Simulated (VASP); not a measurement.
# Si2Mo (I4/mmm) in VASP: settings compared, part 2 of 2

VASP 6.6.1. Earlier steps stand in the parts before.

## (3) Single point, PBEsol

This run uses another cell than the first one, of 13.27 Å³/atom, 1.016 times its volume.

File INCAR:

```
SYSTEM = Si2Mo
PREC = Accurate
ENCUT = 520
EDIFF = 1E-6
ISMEAR = -1
SIGMA = 0.1
LREAL = .FALSE.
LASPH = .TRUE.
NELM = 100
ALGO = Normal
ISIF = 2
LWAVE = .FALSE.
LCHARG = .FALSE.
GGA = PS
NBANDS = 18
```

File KPOINTS:

```
regular mesh
0
G
  10 10 10
  0 0 0
```

File POSCAR:

```
Si2Mo
1.0
   -1.5951836584      1.5951836584      3.9112868519
    1.5951836584     -1.5951836584      3.9112868519
    1.5951836584      1.5951836584     -3.9112868519
Si Mo
2 1
Direct
    0.3350910744      0.3350910744      0.0000000000
    0.6649089256      0.6649089256      0.0000000000
    0.0000000000      0.0000000000      0.0000000000
```

Potentials or basis: VASP PAW PBE potentials, release 64 (Si, Mo_sv).

Run with:

```bash
> cat potpaw_PBE.64/Si/POTCAR potpaw_PBE.64/Mo_sv/POTCAR > POTCAR
> mpirun -np 1 vasp_std > vasp.out
```

It took 36 s on 1 thread of Intel Xeon 6975P-C (Granite Rapids), shared host; peak memory 0.24 GiB.

Results (log left out):

```yaml
Free_energy: -25.0834 eV
Pressure: 0.3 GPa
Largest_force: 0.003 eV/Å
Band_gap_on_the_k_mesh: zero (band 11 reaches 12.81 eV, above the bottom of band 12 at 11.87 eV)
```

Forces on the atoms (eV/Å):
```
Si   0.000  0.000 -0.003
Si   0.000  0.000  0.003
Mo   0.000  0.000  0.000
```

Levels at points of the mesh, in eV from the Fermi level:
```csv
k point,band 8,band 9,band 10,band 11,band 12,band 13,band 14,band 15
"(0.00, 0.00, 0.00)",-3.12,-2.62,-2.62,0.41,3.15,3.25,3.58,3.58
"(0.50, 0.00, 0.00)",-4.50,-2.60,-2.58,-0.50,2.31,3.16,4.17,4.24
"(0.50, 0.50, 0.00)",-5.15,-4.46,-3.09,-1.20,2.36,2.79,3.20,3.39
"(0.50, 0.50, 0.50)",-2.21,-0.57,-0.57,-0.44,-0.44,0.54,4.79,5.27
```

Caveat: the PAW data sets were made with another functional, which shifts forces and pressure a little.

## (4) Single point, PBE

This run uses another cell than the first one, of 13.58 Å³/atom, 1.040 times its volume.

File INCAR:

```
SYSTEM = Si2Mo
PREC = Accurate ; ENCUT = 520
EDIFF = 1E-7 ; ISMEAR = -1
SIGMA = 0.1 ; LREAL = .False.
LASPH = .True. ; NELM = 80
ALGO = Normal ; ISIF = 2
LWAVE = .False. ; LCHARG = .False.
GGA = PE ; NBANDS = 18
```

File KPOINTS:

```
Automatic mesh
0
Gamma
  10 10 10
  0 0 0
```

File POSCAR:

```
Si2Mo
1.0
   -1.6085541235      1.6085541235      3.9369602948
    1.6085541235     -1.6085541235      3.9369602948
    1.6085541235      1.6085541235     -3.9369602948
Si Mo
2 1
Direct
    0.3351307193      0.3351307193      0.0000000000
    0.6648692807      0.6648692807      0.0000000000
    0.0000000000      0.0000000000      0.0000000000
```

Potentials or basis: VASP PAW PBE potentials, release 64 (Si, Mo_sv).

Run with:

```bash
> cat potpaw_PBE.64/Si/POTCAR potpaw_PBE.64/Mo_sv/POTCAR > POTCAR
> mpirun -np 1 vasp_std > vasp.out
```

OUTCAR:

```text
SYSTEM = Si2Mo
   PREC = Accurate
   ENCUT = 520
   EDIFF = 1E-7
   ISMEAR = -1
   LREAL = .False.
   LASPH = .True.
   NELM = 80
   ISIF = 2
   GGA = PE

 ion  position               nearest neighbor table
   1  0.335  0.335  0.000-   2 2.60   3 2.62   3 2.62   3 2.62   3 2.62   3 2.64   2 2.64   2 2.64
                             2 2.64   2 2.64
   2  0.665  0.665  0.000-   1 2.60   3 2.62   3 2.62   3 2.62   3 2.62   3 2.64   1 2.64   1 2.64
                             1 2.64   1 2.64
   3  0.000  0.000  0.000-   2 2.62   2 2.62   2 2.62   1 2.62   2 2.62   1 2.62   1 2.62   1 2.62
[... 705 lines left out ...]
  --------------------------------------------------------------------------------------
  -------------------------------------------------------------------------------------
  Total        0.0371231      0.0371231      0.0320988      0.0000000      0.0000000      0.0000000
  in kB        1.4596979      1.4596979      1.2621392      0.0000000      0.0000000      0.0000000
  external PRESSURE =       1.3938450 kB  Pullay stress =       0.0000000 kB

 VOLUME and BASIS-vectors are now :
 -----------------------------------------------------------------------------
  energy-cutoff  :      520.00
  volume of cell :       40.75
      direct lattice vectors                 reciprocal lattice vectors
    -1.608554124  1.608554124  3.936960295     0.000000000  0.310838158  0.127001535
     1.608554124 -1.608554124  3.936960295     0.310838158  0.000000000  0.127001535
     1.608554124  1.608554124 -3.936960295     0.310838158  0.310838158  0.000000000

 POSITION                                       TOTAL-FORCE (eV/Angst)
 -----------------------------------------------------------------------------------
      0.00000      0.00000      2.63879         0.000000      0.000000     -0.004071
      0.00000      0.00000      5.23513         0.000000      0.000000      0.004071
      0.00000      0.00000      0.00000        -0.000000     -0.000000      0.000000
 -----------------------------------------------------------------------------------
    total drift:                               -0.000000     -0.000000      0.000000

  FREE ENERGIE OF THE ION-ELECTRON SYSTEM (eV)
  ---------------------------------------------------
  free  energy   TOTEN  =       -23.2657804759 eV

  energy  without entropy=      -23.2551943957  energy(sigma->0) =      -23.26048744
```

OSZICAR:

```text
N       E                     dE             d eps       ncg     rms          rms(c)
DAV:   1     0.121251906647E+03    0.12125E+03   -0.11294E+04  3672   0.116E+03
DAV:   2    -0.210318695040E+02   -0.14228E+03   -0.13926E+03  4402   0.298E+02
DAV:   3    -0.241655430190E+02   -0.31337E+01   -0.31081E+01  4582   0.394E+01
DAV:   4    -0.241826453219E+02   -0.17102E-01   -0.17089E-01  4354   0.324E+00
DAV:   5    -0.241827617180E+02   -0.11640E-03   -0.11639E-03  4314   0.278E-01    0.209E+01
DAV:   6    -0.234368421237E+02    0.74592E+00   -0.60271E+00  3866   0.158E+01    0.450E+00
DAV:   7    -0.233011838895E+02    0.13566E+00   -0.94844E-01  3820   0.581E+00    0.436E+00
DAV:   8    -0.232665233509E+02    0.34661E-01   -0.99871E-02  3990   0.234E+00    0.454E-01
DAV:   9    -0.232658411545E+02    0.68220E-03   -0.20247E-03  4456   0.358E-01    0.254E-01
DAV:  10    -0.232657968564E+02    0.44298E-04   -0.54785E-04  4100   0.196E-01    0.527E-02
DAV:  11    -0.232657837960E+02    0.13060E-04   -0.17620E-04  4042   0.985E-02    0.416E-02
DAV:  12    -0.232657812429E+02    0.25531E-05   -0.23477E-05  3898   0.342E-02    0.826E-03
DAV:  13    -0.232657806794E+02    0.56353E-06   -0.11531E-06  4008   0.903E-03    0.207E-03
DAV:  14    -0.232657805101E+02    0.16935E-06   -0.58473E-08  2118   0.163E-03    0.577E-04
DAV:  15    -0.232657804759E+02    0.34129E-07   -0.72799E-09  2006   0.556E-04
   1 F= -.23265780E+02 E0= -.23260487E+02  d E =-.105861E-01
```

Wall time 41 s (1 thread of Intel Xeon 6975P-C (Granite Rapids), shared host); peak memory 0.24 GiB.

What came out:

```
Free energy            : -23.2658 eV
Pressure               : 0.1 GPa
Largest force          : 0.004 eV/Å
Band gap on the k mesh : zero (band 11 reaches 12.51 eV, above the bottom of band 12 at 11.58 eV)
```

Forces on the atoms (eV/Å):
```
Si   0.000  0.000 -0.004
Si   0.000  0.000  0.004
Mo   0.000  0.000  0.000
```

## (5) Overview

| level | potentials or basis | cell | gap on the mesh (eV) | pressure (GPa) |
| --- | --- | --- | --- | --- |
| LDA | VASP PAW LDA potentials, release 64 (Si, Mo_sv) | a = 4.491 Å, angles 138.6, 138.6, 60.0°, 3 atoms | none | 0.6 |
| PBEsol | VASP PAW PBE potentials, release 64 (Si, Mo_sv) | a = 4.515 Å, angles 138.6, 138.6, 60.0°, 3 atoms | none | 0.3 |
| PBE | VASP PAW PBE potentials, release 64 (Si, Mo_sv) | a = 4.547 Å, angles 138.6, 138.6, 60.0°, 3 atoms | none | 0.1 |

Alike in all rows: task single point; no spin polarisation; k mesh 10 × 10 × 10; cutoff (eV) 520; smearing fermi-dirac 0.1 eV.

Caveats: the PAW data sets were made with another functional, which shifts forces and pressure a little (some runs).

Total energies depend on the potentials used, so only differences within one code and one set of settings carry meaning.
